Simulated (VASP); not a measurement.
Here is a VASP 6.6.1 calculation.

The input INCAR:

```
SYSTEM = Re
PREC     = Accurate       ! precision mode
ENCUT    = 520            ! plane-wave cutoff, eV
EDIFF    = 1E-7           ! SCF threshold, eV
ISMEAR   = -1             ! smearing method
SIGMA    = 0.1            ! smearing width, eV
LREAL    = .FALSE.        ! projectors in reciprocal space
LASPH    = .TRUE.         ! aspherical terms in the spheres
NELM     = 60             ! most SCF steps
ALGO     = Normal         ! electronic algorithm
ISIF     = 2              ! what is computed and relaxed
LWAVE    = .FALSE.        ! write WAVECAR
LCHARG   = .FALSE.        ! write CHGCAR
GGA      = RP             ! functional
NBANDS   = 10             ! bands
```

Contents of KPOINTS:

```
regular mesh
0
G
  14 14 14
  0 0 0
```

Contents of POSCAR:

```
Re
1.0
    2.5912420800      0.0000000000      0.0000000000
    0.0000000000      2.5912420800      0.0000000000
    0.0000000000      0.0000000000      2.5912420800
Re
1
Direct
    0.0000000000      0.0000000000      0.0000000000
```

Potentials or basis: VASP PAW PBE potentials, release 64 (Re).

Run with:

```console
$ cat potpaw_PBE.64/Re/POTCAR > POTCAR
$ mpirun -np 1 vasp_std > vasp.out
```

Estimate the pressure.

-1.7 GPa.

What does it give for the band gap on the k mesh?

Zero (an odd number of electrons rules out a gap without spin polarisation).

Caveat: the PAW data sets were made with another functional, which shifts forces and pressure a little; spin-orbit coupling is left out, which moves the levels of the heavy elements.
